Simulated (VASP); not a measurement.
# FeO (Pm-3m) in VASP: further runs

FeO is run at these levels: PBE; tasks: single point.

Everything below comes from runs of VASP 6.6.1. Logs are shortened: lines on timing, memory, paths and dates and some standing lists are left out, and cuts for length are marked.

**1. The cell of the first run**

The structure is cubic, space group Pm-3m (No. 221). Conventional cell: a = 2.559 Å, b = 2.559 Å, c = 2.559 Å, α = 90.00°, β = 90.00°, γ = 90.00°. Fe (site symmetry m-3m) has 8 O at 2.22 Å and 6 Fe at 2.56 Å within 2.9 Å. O (site symmetry m-3m) has 8 Fe at 2.22 Å and 6 O at 2.56 Å within 2.9 Å.

**2. Single point, PBE, collinear spin, ferromagnetic start**

File INCAR:

```
SYSTEM = FeO
ALGO = Normal ; EDIFF = 1E-7
ENCUT = 520 ; GGA = PE
ISIF = 2 ; ISMEAR = -1
ISPIN = 2 ; LASPH = .TRUE.
LCHARG = .FALSE. ; LMAXMIX = 4
LORBIT = 11 ; LREAL = .FALSE.
LWAVE = .FALSE. ; MAGMOM = 3 0
NBANDS = 18 ; NELM = 150
PREC = Accurate ; SIGMA = 0.05
```

File KPOINTS:

```
k-points
0
G
  10 10 10
  0 0 0
```

File POSCAR:

```
FeO
1.0
    2.5591389590      0.0000000000      0.0000000000
    0.0000000000      2.5591389590      0.0000000000
    0.0000000000      0.0000000000      2.5591389590
Fe O
1 1
Direct
    0.0000000000      0.0000000000      0.0000000000
    0.5000000000      0.5000000000      0.5000000000
```

Potentials or basis: VASP PAW PBE potentials, release 64 (Fe, O).

Run with:

```bash
cat potpaw_PBE.64/Fe/POTCAR potpaw_PBE.64/O/POTCAR > POTCAR
mpirun -np 1 vasp_std > vasp.out
```

OUTCAR:

```text
SYSTEM = FeO
   EDIFF = 1E-7
   ENCUT = 520
   GGA = PE
   ISIF = 2
   ISMEAR = -1
   ISPIN = 2
   LASPH = .TRUE.
   LORBIT = 11
   LREAL = .FALSE.
   NELM = 150
   PREC = Accurate

 ion  position               nearest neighbor table
   1  0.000  0.000  0.000-   2 2.22   2 2.22   2 2.22   2 2.22   2 2.22   2 2.22   2 2.22   2 2.22

   2  0.500  0.500  0.500-   1 2.22   1 2.22   1 2.22   1 2.22   1 2.22   1 2.22   1 2.22   1 2.22

  LATTYP: Found a simple cubic cell.
 ALAT       =     2.5591389590

  Lattice vectors:

 A1 = (   2.5591389590,   0.0000000000,   0.0000000000)
 A2 = (   0.0000000000,   2.5591389590,   0.0000000000)
 A3 = (   0.0000000000,   0.0000000000,   2.5591389590)

Analysis of symmetry for initial positions (statically):
=====================================================================
 Subroutine PRICEL returns:
 Original cell was already a primitive cell.

 Routine SETGRP: Setting up the symmetry group for a
 simple cubic supercell.

 Subroutine GETGRP returns: Found 48 space group operations
 (whereof 48 operations were pure point group operations)
 out of a pool of 48 trial point group operations.

The static configuration has the point symmetry O_h .

Analysis of symmetry for dynamics (positions and initial velocities):
=====================================================================
 Subroutine PRICEL returns:
 Original cell was already a primitive cell.

 Routine SETGRP: Setting up the symmetry group for a
 simple cubic supercell.

 Subroutine GETGRP returns: Found 48 space group operations
 (whereof 48 operations were pure point group operations)
 out of a pool of 48 trial point group operations.

The dynamic configuration has the point symmetry O_h .

Analysis of structural, dynamic, and magnetic symmetry:
=====================================================================
 Subroutine PRICEL returns:
 Original cell was already a primitive cell.

 Routine SETGRP: Setting up the symmetry group for a
 simple cubic supercell.

 Subroutine GETGRP returns: Found 48 space group operations
 (whereof 48 operations were pure point group operations)
 out of a pool of 48 trial point group operations.

The overall configuration has the point symmetry O_h .

 Subroutine INISYM returns: Found 48 space group operations
 (whereof 48 operations are pure point group operations),
 and found     1 'primitive' translations

----------------------------------------------------------------------------------------

                                     Primitive cell

  volume of cell :      16.7603

[... 107 lines left out ...]
     AMIX     =   0.40;   BMIX     =  1.00
     AMIX_MAG =   1.60;   BMIX_MAG =  1.00
  volume/ion in A,a.u.               =       8.38        56.55
  Fermi-wavevector in a.u.,A,eV,Ry     =   1.541784  2.913550 32.342396  2.377099
  Thomas-Fermi vector in A             =   2.647681
   LORBIT       =     11    0 simple, 1 ext, 2 COOP (PROOUT), +10 PAW based schemes
   GGA     = PE    functional components
   LHFCALC =     F    Hartree Fock is set to
   AEXX    =    0.0000 exact exchange contribution
   IVDW    =     0    specifies the selected vdW correction
   LEPSILON=     F    determine dielectric tensor
   LRPA    =     F    only Hartree local field effects (RPA)
 spin polarized calculation
  energy-cutoff  :      520.00
  volume of cell :       16.76
 maximum number of plane-waves:       468
 NGX is ok and might be reduce to    20
   NGX =  9   NGY =  9   NGZ =  9

 number of electron      13.9999999 magnetization       3.9746549

 Free energy of the ion-electron system (eV)
  ---------------------------------------------------
  ext. energy  EPLUGINS =         0.00000000
  ---------------------------------------------------
  free energy    TOTEN  =       -14.24271696 eV

  energy without entropy =      -14.23861151  energy(sigma->0) =      -14.24066424

 E-fermi :   7.4301     XC(G=0): -13.2943

 val. band max:        7.4247558871   @ k =   0.5000   0.5000   0.5000
 cond. band min:       7.4696544458   @ k =   0.5000   0.3000   0.3000
 fundamental gap:      0.0448985588
 Fermi energy:         7.4301334861

 spin component 1

 k-point     1 :       0.0000    0.0000    0.0000
  band No.  band energies     occupation
      1     -13.6883      1.00000
      2       2.5874      1.00000
      3       2.5874      1.00000
      4       4.3073      1.00000
      5       4.3073      1.00000
      6       4.3073      1.00000
[... 493 lines left out ...]
     17      35.2316      0.00000
     18      38.1461      0.00000

 [... further k-points ...]

 spin component 2

 k-point     1 :       0.0000    0.0000    0.0000
  band No.  band energies     occupation
      1     -13.0503      1.00000
      2       5.0310      1.00000
      3       5.0310      1.00000
      4       5.0310      1.00000
      5       5.0393      1.00000
      6       5.0404      1.00000
[... 493 lines left out ...]
     17      36.1221      0.00000
     18      39.0191      0.00000

 [... further k-points ...]
[... 5 lines left out ...]
  --------------------------------------------------------------------------------------
  -------------------------------------------------------------------------------------
  Total        2.7145784      2.7145784      2.7145784      0.0000000      0.0000000      0.0000000
  in kB      259.4964197    259.4964197    259.4964197      0.0000000      0.0000000      0.0000000
  external PRESSURE =     259.4964197 kB  Pullay stress =       0.0000000 kB

 VOLUME and BASIS-vectors are now :
 -----------------------------------------------------------------------------
  energy-cutoff  :      520.00
  volume of cell :       16.76
      direct lattice vectors                 reciprocal lattice vectors
     2.559138959  0.000000000  0.000000000     0.390756429  0.000000000  0.000000000
     0.000000000  2.559138959  0.000000000     0.000000000  0.390756429  0.000000000
     0.000000000  0.000000000  2.559138959     0.000000000  0.000000000  0.390756429

 POSITION                                       TOTAL-FORCE (eV/Angst)
 -----------------------------------------------------------------------------------
      0.00000      0.00000      0.00000         0.000000      0.000000      0.000000
      1.27957      1.27957      1.27957         0.000000      0.000000      0.000000
 -----------------------------------------------------------------------------------
    total drift:                                0.000000      0.000000      0.000000

  FREE ENERGIE OF THE ION-ELECTRON SYSTEM (eV)
  ---------------------------------------------------
  free  energy   TOTEN  =       -14.2427169626 eV

  energy  without entropy=      -14.2386115082  energy(sigma->0) =      -14.24066424

 total charge

# of ion       s       p       d       tot
------------------------------------------
    1        0.321   0.423   6.184   6.928
    2        1.570   3.443   0.000   5.014
--------------------------------------------------
tot          1.892   3.866   6.184  11.942

 magnetization (x)

# of ion       s       p       d       tot
------------------------------------------
    1        0.009   0.022   3.469   3.500
    2        0.032   0.349   0.000   0.381
--------------------------------------------------
tot          0.041   0.371   3.469   3.881
```

Wall time 15 s (1 thread of Intel Xeon 6975P-C (Granite Rapids), shared host); peak memory 0.15 GiB.

Results:

```yaml
Free_energy: -14.2427 eV
Pressure: 25.9 GPa
Band_gap_on_the_k_mesh: zero (filled and empty bands overlap)
Net_moment: 3.97 μB per cell
Site_moments: Fe +3.50; O +0.38 μB
Valence_electrons_inside_the_program's_atomic_spheres: Fe 6.93; O 5.01
```

Levels at points of the mesh, in eV from the Fermi level:
Spin up:
| k point | band 7 | band 8 | band 9 | band 10 | band 11 | band 12 |
| --- | --- | --- | --- | --- | --- | --- |
| (0.00, 0.00, 0.00) | -2.48 | -2.48 | -2.48 | 1.25 | 15.77 | 15.77 |
| (0.50, 0.00, 0.00) | -1.45 | -0.12 | -0.12 | 6.54 | 8.96 | 16.03 |
| (0.50, 0.50, 0.00) | -3.22 | -2.13 | -1.37 | 6.47 | 11.77 | 11.77 |
| (0.50, 0.50, 0.50) | -0.01 | -0.01 | -0.01 | 6.88 | 6.88 | 6.88 |
Spin down:
| k point | band 1 | band 2 | band 3 | band 4 | band 5 | band 6 | band 7 | band 8 | band 9 | band 10 |
| --- | --- | --- | --- | --- | --- | --- | --- | --- | --- | --- |
| (0.00, 0.00, 0.00) | -20.48 | -2.40 | -2.40 | -2.40 | -2.39 | -2.39 | 1.64 | 1.64 | 1.64 | 2.31 |
| (0.50, 0.00, 0.00) | -18.97 | -8.74 | -3.22 | -3.22 | -1.79 | 1.43 | 1.77 | 2.76 | 2.76 | 7.34 |
| (0.50, 0.50, 0.00) | -18.25 | -6.27 | -6.27 | -1.86 | -1.40 | 0.40 | 0.65 | 0.65 | 1.85 | 8.25 |
| (0.50, 0.50, 0.50) | -17.06 | -6.87 | -6.87 | -6.87 | 1.91 | 1.91 | 3.19 | 3.19 | 3.19 | 7.65 |

Caveat: a cell with one magnetic atom can't hold antiferromagnetic order, which such compounds often take; semilocal functionals often make such compounds metallic where correlation or magnetic order opens a gap, which also shifts bond lengths. With open d or f shells a metallic result of PBE can be an artefact of self-interaction; +U or a hybrid may open a gap.

**3. Single point, PBE, collinear spin, ferromagnetic start**

This run uses another cell than the first one, of 8.56 Å³/atom, 1.021 times its volume.

File INCAR:

```
ALGO = Normal
EDIFF = 1E-6
ENCUT = 520
GGA = PE
ISIF = 2
ISMEAR = -1
ISPIN = 2
LASPH = True
LCHARG = False
LMAXMIX = 4
LORBIT = 11
LREAL = False
LWAVE = False
MAGMOM = 3 0
NBANDS = 18
NELM = 150
PREC = Accurate
SIGMA = 0.05
```

File KPOINTS:

```
k-points
0
Gamma
  10 10 10
```

File POSCAR:

```
FeO
1.0
    2.5771616581      0.0000000000      0.0000000000
    0.0000000000      2.5771616581      0.0000000000
    0.0000000000      0.0000000000      2.5771616581
Fe O
1 1
Direct
    0.0000000000      0.0000000000      0.0000000000
    0.5000000000      0.5000000000      0.5000000000
```

Potentials or basis: VASP PAW PBE potentials, release 64 (Fe, O).

Run with:

```bash
cat potpaw_PBE.64/Fe/POTCAR potpaw_PBE.64/O/POTCAR > POTCAR
mpirun -np 1 vasp_std > vasp.out
```

Run time: 14 s. Hardware: 1 thread of Intel Xeon 6975P-C (Granite Rapids), shared host; peak memory 0.14 GiB.

Results (log left out):

```yaml
Free_energy: -14.2941 eV
Pressure: 19.9 GPa
Band_gap_on_the_k_mesh: zero (filled and empty bands overlap)
Net_moment: 3.99 μB per cell
Site_moments: Fe +3.51; O +0.38 μB
Valence_electrons_inside_the_program's_atomic_spheres: Fe 6.88; O 5.00
```

Levels at points of the mesh, in eV from the Fermi level:
Spin up:
| k point | band 7 | band 8 | band 9 | band 10 | band 11 | band 12 |
| --- | --- | --- | --- | --- | --- | --- |
| (0.00, 0.00, 0.00) | -2.49 | -2.49 | -2.49 | 1.08 | 15.63 | 15.63 |
| (0.50, 0.00, 0.00) | -1.48 | -0.15 | -0.15 | 6.39 | 8.74 | 16.01 |
| (0.50, 0.50, 0.00) | -3.20 | -2.07 | -1.41 | 6.32 | 11.57 | 11.57 |
| (0.50, 0.50, 0.50) | -0.06 | -0.06 | -0.06 | 6.81 | 6.81 | 6.81 |
Spin down:
| k point | band 3 | band 4 | band 5 | band 6 | band 7 | band 8 |
| --- | --- | --- | --- | --- | --- | --- |
| (0.00, 0.00, 0.00) | -2.31 | -2.31 | -2.29 | -2.29 | 1.63 | 1.63 |
| (0.50, 0.00, 0.00) | -3.11 | -3.11 | -1.71 | 1.41 | 1.76 | 2.72 |
| (0.50, 0.50, 0.00) | -6.11 | -1.78 | -1.34 | 0.40 | 0.68 | 0.68 |
| (0.50, 0.50, 0.50) | -6.66 | -6.66 | 1.87 | 1.87 | 3.14 | 3.14 |

Caveat: a cell with one magnetic atom can't hold antiferromagnetic order, which such compounds often take; semilocal functionals often make such compounds metallic where correlation or magnetic order opens a gap, which also shifts bond lengths.
